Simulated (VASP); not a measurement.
Write the native input for VASP 6.6.1 that does the following.

```yaml
Task: relaxation of cell and atoms
Functional: PBE
Potentials_or_basis: VASP PAW PBE potentials, release 64 (Hf_pv)
Cutoff: 600 eV
k_mesh: 10 × 10 × 5
Occupations: fermi-dirac, width 0.05 eV
Spin: no spin polarisation
Dipole_correction: no
Further_INCAR_settings: ALGO = Normal; EDIFF = 1e-07; IBRION = 2; EDIFFG = -0.005; NSW = 80; ISIF = 3
```

The structure of Hf lies in POSCAR:

```
Hf
1.0
    3.1967000000      0.0000000000      0.0000000000
   -1.5983500000      2.7684234083      0.0000000000
    0.0000000000      0.0000000000      5.0578000000
Hf
2
Direct
    0.6666666667      0.3333333333      0.7500000000
    0.3333333333      0.6666666667      0.2500000000
```

The input as run:

INCAR

```
ALGO = Normal
EDIFF = 1E-7
EDIFFG = -0.005
ENCUT = 600
GGA = PE
IBRION = 2
ISIF = 3
ISMEAR = -1
LASPH = True
LCHARG = False
LREAL = False
LWAVE = False
NELM = 60
NSW = 80
PREC = Accurate
SIGMA = 0.05
```

KPOINTS

```
k-points
0
Gamma
  10 10 5
```

Potentials or basis: VASP PAW PBE potentials, release 64 (Hf_pv).

Command:

```sh
$ cat potpaw_PBE.64/Hf_pv/POTCAR > POTCAR
$ mpirun -np 1 vasp_std > vasp.out
```

It gave:

```
Relaxed volume                         : 22.42 Å³/atom
Relaxed cell                           : a = 3.202 Å, b = 3.202 Å, c = 5.049 Å, α = 90.00°, β = 90.00°, γ = 120.00°
Space group after relaxing (to 0.05 Å) : P6_3/mmc (No. 194)
Energy gained by relaxing              : 0.1 meV/atom
Ionic steps                            : 5
Pressure after relaxing                : 0.0 GPa
Band gap on the k mesh                 : zero (band 10 reaches 6.08 eV, above the bottom of band 11 at 4.59 eV)
```

Caveat: spin-orbit coupling is left out, which moves the levels of the heavy elements.

Wall time 56 s on 1 thread of Intel(R) Xeon(R) Platinum 8488C (Sapphire Rapids) (shared host), peak memory 0.19 GiB.
